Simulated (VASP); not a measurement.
Input of a VASP 6.6.1 run:

INCAR

```
SYSTEM = KHf3
  PREC = Accurate
  ENCUT = 520
  EDIFF = 1E-7
  ISMEAR = 0
  SIGMA = 0.1
  LREAL = .FALSE.
  LASPH = .TRUE.
  NELM = 80
  ALGO = Fast
  ISIF = 2
  LWAVE = .FALSE.
  LCHARG = .TRUE.
  GGA = PE
  LELF = .TRUE.
  LVHAR = .TRUE.
  NBANDS = 28
```

KPOINTS

```
regular mesh
0
G
  4 4 4
  0 0 0
```

File POSCAR:

```
KHf3
1.0
    4.6552550741      0.0000000000      0.0000000000
    0.0000000000      4.6552550741      0.0000000000
    0.0000000000      0.0000000000      4.6552550741
K Hf
1 3
Direct
    0.0000000000      0.0000000000      0.0000000000
    0.0000000000      0.5000000000      0.5000000000
    0.5000000000      0.0000000000      0.5000000000
    0.5000000000      0.5000000000      0.0000000000
```

Potentials or basis: VASP PAW PBE potentials, release 64 (K_sv, Hf_pv).

Command:

```bash
$ cat potpaw_PBE.64/K_sv/POTCAR potpaw_PBE.64/Hf_pv/POTCAR > POTCAR
$ mpirun -np 1 vasp_std > vasp.out
```

Estimate the pressure.

-0.4 GPa.
